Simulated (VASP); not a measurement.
# CdSe (I-4m2) in VASP: single point with HSE06

Aim: the single point of CdSe with HSE06.

Program: VASP 6.6.1. These are calculated values, not measurements. Logs are shortened: lines on timing, memory, paths and dates and some standing lists are left out, and cuts for length are marked.

## (1) The cell of the first run

The structure is tetragonal, space group I-4m2 (No. 119). Conventional cell: a = 4.338 Å, b = 4.338 Å, c = 5.881 Å, α = 90.00°, β = 90.00°, γ = 90.00°. Cd (site symmetry -4m2) has 4 Se at 2.62 Å within 3.5 Å. Se (site symmetry -4m2) has 4 Cd at 2.62 Å within 3.5 Å.

## (2) Single point, HSE06 (uniaxial z strain -4.2%)

Contents of POSCAR:

```
CdSe
1.0
    0.0000000000      3.0677809647      2.9404680547
    3.0677809647      0.0000000000      2.9404680547
    3.0677809647      3.0677809647      0.0000000000
Cd Se
1 1
Direct
    0.0000000000      0.0000000000      0.0000000000
    0.2500000000      0.2500000000      0.2500000000
```

Contents of INCAR.step1:

```
SYSTEM = CdSe
PREC = Accurate ; ENCUT = 520
EDIFF = 1E-5 ; ISMEAR = 0
SIGMA = 0.01 ; LREAL = .False.
LASPH = .True. ; NELM = 100
ALGO = Normal ; ISIF = 2
LWAVE = .True. ; LCHARG = .False.
GGA = PE ; NBANDS = 16
KPAR = 4
```

Contents of INCAR.step2:

```
SYSTEM = CdSe
PREC = Accurate ; ENCUT = 520
EDIFF = 1E-6 ; ISMEAR = 0
SIGMA = 0.01 ; LREAL = .False.
LASPH = .True. ; NELM = 100
ALGO = Normal ; ISIF = 2
LWAVE = .False. ; LCHARG = .False.
GGA = PE ; LHFCALC = .True.
HFSCREEN = 0.2079 ; PRECFOCK = Normal
ISTART = 1 ; NBANDS = 16
KPAR = 4
```

Contents of KPOINTS:

```
Automatic mesh
0
Gamma
  6 6 6
  0 0 0
```

Potentials or basis: VASP PAW PBE potentials, release 64 (Cd, Se).

Started as:

```
$ cat potpaw_PBE.64/Cd/POTCAR potpaw_PBE.64/Se/POTCAR > POTCAR
$ cp INCAR.step1 INCAR
$ mpirun -np 4 vasp_std > vasp.out
$ cp INCAR.step2 INCAR
$ mpirun -np 4 vasp_std > vasp.out
```

OUTCAR:

```text
SYSTEM = CdSe
   PREC = Accurate
   ENCUT = 520
   EDIFF = 1E-6
   ISMEAR = 0
   LREAL = .False.
   LASPH = .True.
   NELM = 100
   ISIF = 2
   GGA = PE
   LHFCALC = .True.
   HFSCREEN = 0.2079
   PRECFOCK = Normal
   ISTART = 1

 ion  position               nearest neighbor table
   1  0.000  0.000  0.000-   2 2.62   2 2.62   2 2.62   2 2.62
   2  0.250  0.250  0.250-   1 2.62   1 2.62   1 2.62   1 2.62

  LATTYP: Found a body centered tetragonal cell.
 ALAT       =     4.3384974467
 C/A-ratio  =     1.3555236996

  Lattice vectors:

 A1 = (   0.0000000000,  -3.0677809647,  -2.9404680547)
 A2 = (   0.0000000000,   3.0677809647,  -2.9404680547)
 A3 = (   3.0677809647,   0.0000000000,   2.9404680547)

Analysis of symmetry for initial positions (statically):
=====================================================================
 Subroutine PRICEL returns:
 Original cell was already a primitive cell.

 Routine SETGRP: Setting up the symmetry group for a
 body centered tetragonal supercell.

 Subroutine GETGRP returns: Found  8 space group operations
 (whereof  8 operations were pure point group operations)
 out of a pool of 16 trial point group operations.

The static configuration has the point symmetry D_2d.

Analysis of symmetry for dynamics (positions and initial velocities):
=====================================================================
 Subroutine PRICEL returns:
 Original cell was already a primitive cell.

 Routine SETGRP: Setting up the symmetry group for a
 body centered tetragonal supercell.

 Subroutine GETGRP returns: Found  8 space group operations
 (whereof  8 operations were pure point group operations)
 out of a pool of 16 trial point group operations.

The dynamic configuration has the point symmetry D_2d.

 Subroutine INISYM returns: Found  8 space group operations
 (whereof  8 operations are pure point group operations),
 and found     1 'primitive' translations

----------------------------------------------------------------------------------------

                                     Primitive cell

  volume of cell :      55.3471

  direct lattice vectors                    reciprocal lattice vectors
     0.000000000  3.067780965  2.940468055    -0.162984257  0.162984257  0.170040956
     3.067780965  0.000000000  2.940468055     0.162984257 -0.162984257  0.170040956
     3.067780965  3.067780965  0.000000000     0.162984257  0.162984257 -0.170040956

  length of vectors
     4.249427306  4.249427306  4.338497447     0.286429158  0.286429158  0.286429158

  position of ions in fractional coordinates (direct lattice)
     0.000000000  0.000000000  0.000000000
     0.250000000  0.250000000  0.250000000

  ion indices of the primitive-cell ions
   primitive index   ion index
                 1           1
                 2           2

----------------------------------------------------------------------------------------

 KPOINTS: Automatic mesh

Automatic generation of k-mesh.
 Grid dimensions read from file:
 generate k-points for:    6    6    6

 Generating k-lattice:

  Cartesian coordinates                     Fractional coordinates (reciprocal lattice)
    -0.027164043  0.027164043  0.028340159     0.166666667  0.000000000  0.000000000
     0.027164043 -0.027164043  0.028340159     0.000000000  0.166666667  0.000000000
     0.027164043  0.027164043 -0.028340159     0.000000000  0.000000000  0.166666667

  Length of vectors
     0.047738193  0.047738193  0.047738193

  Shift w.r.t. Gamma in fractional coordinates (k-lattice)
     0.000000000  0.000000000  0.000000000

 Subroutine IBZKPT returns following result:
 ===========================================

 Found     30 irreducible k-points:

 Following reciprocal coordinates:
            Coordinates               Weight
  0.000000  0.000000  0.000000      1.000000
  0.166667  0.000000  0.000000      8.000000
  0.333333 -0.000000  0.000000      8.000000
  0.500000 -0.000000  0.000000      4.000000
  0.166667  0.166667  0.000000      2.000000
  0.333333  0.166667  0.000000      8.000000
[... 16 lines left out ...]
  0.333333  0.000000  0.333333      4.000000
  0.500000 -0.000000  0.333333     16.000000
 [... further k-points ...]
   k-points           NKPTS =     30   k-points in BZ     NKDIM =    216   number of bands    NBANDS=     16
   number of dos      NEDOS =    301   number of ions     NIONS =      2
   total plane-waves  NPLWV =  32768
   dimension x,y,z NGX =    32 NGY =   32 NGZ =   32
   dimension x,y,z NGXF=    64 NGYF=   64 NGZF=   64
   ions per type =               1   1
   NGX,Y,Z   is equivalent  to a cutoff of  12.52, 12.52, 12.26 a.u.
   NGXF,Y,Z  is equivalent  to a cutoff of  25.04, 25.04, 24.52 a.u.
 SYSTEM =  CdSe
   PREC   = accura    normal or accurate (medium, high low for compatibility)
   ISTART =      1    job   : 0-new  1-cont  2-samecut
   ICHARG =      0    charge: 1-file 2-atom 10-const
   ISPIN  =      1    spin polarized calculation?
   LNONCOLLINEAR =      F non collinear calculations
   LSORBIT =      F    spin-orbit coupling
   LASPH  =      T    aspherical Exc in radial PAW
   ENCUT  =  520.0 eV  38.22 Ry    6.18 a.u.   7.90  7.90  8.07*2*pi/ulx,y,z
   NELM   =    100;   NELMIN=  2; NELMDL=  0     # of ELM steps
   EDIFF  = 0.1E-05   stopping-criterion for ELM
   LREAL  =      F    real-space projection
   EDIFFG = 0.1E-04   stopping-criterion for IOM
   NSW    =      0    number of steps for IOM
   IBRION =     -1    ionic relax: 0-MD 1-quasi-New 2-CG
   NFREE  =      0    steps in history (QN), initial steepest desc. (CG)
   ISIF   =      2    stress and relaxation
   ISYM   =      3    0-nonsym 1-usesym 2-fastsym
   POTIM  = 0.5000    time-step for ionic-motion
   TEBEG  =    0.0;   TEEND  =   0.0 temperature during run
   PSTRESS=    0.0 pullay stress
   NELECT =      18.0000    total number of electrons
   NUPDOWN=      -1.0000    fix difference up-down
   EMIN   =  10.00;   EMAX   =-10.00  energy-range for DOS
   EFERMI =   0.00;   METHOD = LEGACY
   ISMEAR =     0;   SIGMA  =   0.01  broadening in eV -4-tet -1-fermi 0-gaus
   EFERMI_NEDOS =   21; number of points for ismear=-14 and -15
   IALGO  =     38    algorithm
   IMIX   =      1    mixing-type and parameters
     AMIX     =   0.40;   BMIX     =  1.00
     AMIX_MAG =   1.60;   BMIX_MAG =  1.00
  volume/ion in A,a.u.               =      27.67       186.75
  Fermi-wavevector in a.u.,A,eV,Ry     =   1.125816  2.127483 17.244852  1.267461
  Thomas-Fermi vector in A             =   2.262495
   LORBIT       =      0    0 simple, 1 ext, 2 COOP (PROOUT), +10 PAW based schemes
   GGA     = PE    functional components
   LHFCALC =     T    Hartree Fock is set to
   PRECFOCK=normal    Normal, Fast or Accurate (Low or Medium for compatibility)
   ENCUT4O =  -1.0   cutoff for four orbital integrals eV
   NKREDX  =     1    reduce k-point grid by
   NKREDY  =     1    reduce k-point grid by
   NKREDZ  =     1    reduce k-point grid by
   AEXX    =    0.2500 exact exchange contribution
   HFSCREEN=    0.2079 screening length (either q_TF or 0.3 A-1)
   HFSCREENC=   0.2079 screening length for correlation (either q_TF or 0.3 A-1)
   ENCUTFOCK=  -1.0 apply spherical cutoff to Coloumb kernel
   IVDW    =     0    specifies the selected vdW correction
   LEPSILON=     F    determine dielectric tensor
   LRPA    =     F    only Hartree local field effects (RPA)
 non-spin polarized calculation
 Gauss-broadening in eV      SIGMA  =   0.01
  energy-cutoff  :      520.00
  volume of cell :       55.35
 maximum number of plane-waves:      1522
  NGX = 24; NGY = 24; NGZ = 28

 number of electron      18.0000001 magnetization

 Free energy of the ion-electron system (eV)
  ---------------------------------------------------
  ext. energy  EPLUGINS =         0.00000000
  ---------------------------------------------------
  free energy    TOTEN  =        -6.82012074 eV

  energy without entropy =       -6.82012074  energy(sigma->0) =       -6.82012074

 E-fermi :   0.6287     XC(G=0):  -7.4506

 val. band max:        0.5544737288   @ k =   0.0000   0.0000   0.0000
 cond. band min:       2.0571770303   @ k =   0.0000   0.0000   0.0000
 fundamental gap:      1.5027033015
 Fermi energy:         0.6287073556

 k-point     1 :       0.0000    0.0000    0.0000
  band No.  band energies     occupation
      1     -13.3261      2.00000
      2      -8.7146      2.00000
      3      -8.7145      2.00000
      4      -8.6976      2.00000
      5      -8.3217      2.00000
      6      -8.3114      2.00000
[... 8 lines left out ...]
     15      12.4323      0.00000
     16      13.0137      0.00000

 k-point     2 :       0.1667    0.0000    0.0000
  band No.  band energies     occupation
      1     -13.2209      2.00000
      2      -8.6853      2.00000
      3      -8.6741      2.00000
      4      -8.6068      2.00000
      5      -8.3204      2.00000
      6      -8.3142      2.00000
[... 8 lines left out ...]
     15      11.7304      0.00000
     16      12.3436      0.00000

 k-point     3 :       0.3333   -0.0000    0.0000
  band No.  band energies     occupation
      1     -13.0092      2.00000
      2      -8.6375      2.00000
      3      -8.6213      2.00000
      4      -8.3181      2.00000
      5      -8.3041      2.00000
      6      -8.2627      2.00000
[... 8 lines left out ...]
     15      12.2358      0.00000
     16      12.2624      0.00000

 k-point     4 :       0.5000   -0.0000    0.0000
  band No.  band energies     occupation
      1     -12.9037      2.00000
      2      -8.6207      2.00000
      3      -8.6011      2.00000
      4      -8.3029      2.00000
      5      -8.2872      2.00000
      6      -7.9699      2.00000
[... 8 lines left out ...]
     15      13.7797      0.00000
     16      14.1153      0.00000
[... 324 lines left out ...]
 k-point    22 :      -0.3333    0.5000    0.1667
  band No.  band energies     occupation
      1     -12.7661      2.00000
      2      -8.5080      2.00000
      3      -8.5014      2.00000
      4      -8.3938      2.00000
      5      -8.2841      2.00000
      6      -7.7528      2.00000
[... 8 lines left out ...]
     15      14.6251      0.00000
     16      14.8068      0.00000

 k-point    23 :       0.3333    0.0000    0.3333
  band No.  band energies     occupation
      1     -12.9147      2.00000
      2      -8.5306      2.00000
      3      -8.4988      2.00000
      4      -8.4746      2.00000
      5      -8.2777      2.00000
      6      -8.1929      2.00000
[... 8 lines left out ...]
     15      13.6721      0.00000
     16      16.2302      0.00000

 k-point    24 :       0.5000   -0.0000    0.3333
  band No.  band energies     occupation
      1     -12.8121      2.00000
      2      -8.5303      2.00000
      3      -8.4770      2.00000
      4      -8.4135      2.00000
      5      -8.2772      2.00000
      6      -7.9219      2.00000
[... 8 lines left out ...]
     15      14.2339      0.00000
     16      15.1821      0.00000

 [... further k-points ...]

------------------------ aborting loop because EDIFF is reached ----------------------------------------

  FORCE on cell =-STRESS in cart. coord.  units (eV):
  Direction    XX          YY          ZZ          XY          YZ          ZX
  --------------------------------------------------------------------------------------
  -------------------------------------------------------------------------------------
  Total        0.8820944      0.8820944      1.0966228      0.0000000      0.0000000     -0.0000000
  in kB       25.5346842     25.5346842     31.7448072      0.0000000      0.0000000     -0.0000000
  external PRESSURE =      27.6047252 kB  Pullay stress =       0.0000000 kB

 VOLUME and BASIS-vectors are now :
 -----------------------------------------------------------------------------
  energy-cutoff  :      520.00
  volume of cell :       55.35
      direct lattice vectors                 reciprocal lattice vectors
     0.000000000  3.067780965  2.940468055    -0.162984257  0.162984257  0.170040956
     3.067780965  0.000000000  2.940468055     0.162984257 -0.162984257  0.170040956
     3.067780965  3.067780965  0.000000000     0.162984257  0.162984257 -0.170040956

 POSITION                                       TOTAL-FORCE (eV/Angst)
 -----------------------------------------------------------------------------------
      0.00000      0.00000      0.00000        -0.000000     -0.000000      0.000000
      1.53389      1.53389      1.47023         0.000000      0.000000     -0.000000
 -----------------------------------------------------------------------------------
    total drift:                               -0.000001     -0.000001      0.000003

  FREE ENERGIE OF THE ION-ELECTRON SYSTEM (eV)
  ---------------------------------------------------
  free  energy   TOTEN  =        -6.8201207380 eV

  energy  without entropy=       -6.8201207380  energy(sigma->0) =       -6.82012074
```

Wall time 26 min (4 MPI ranks of Intel Xeon Platinum 8259CL at 2.50GHz (Skylake/Cascade Lake), shared host); peak memory 0.3 GiB.

What came out:

* Free energy: -6.8201 eV
* Pressure: 2.8 GPa
* Band gap on the k mesh: 1.50 eV

Caveat: the cell differs from its parent crystal (uniaxial z strain -4.2%); the structure was generated, so it needn't be the stable form of CdSe; the PAW data sets were made with another functional, which shifts forces and pressure a little.
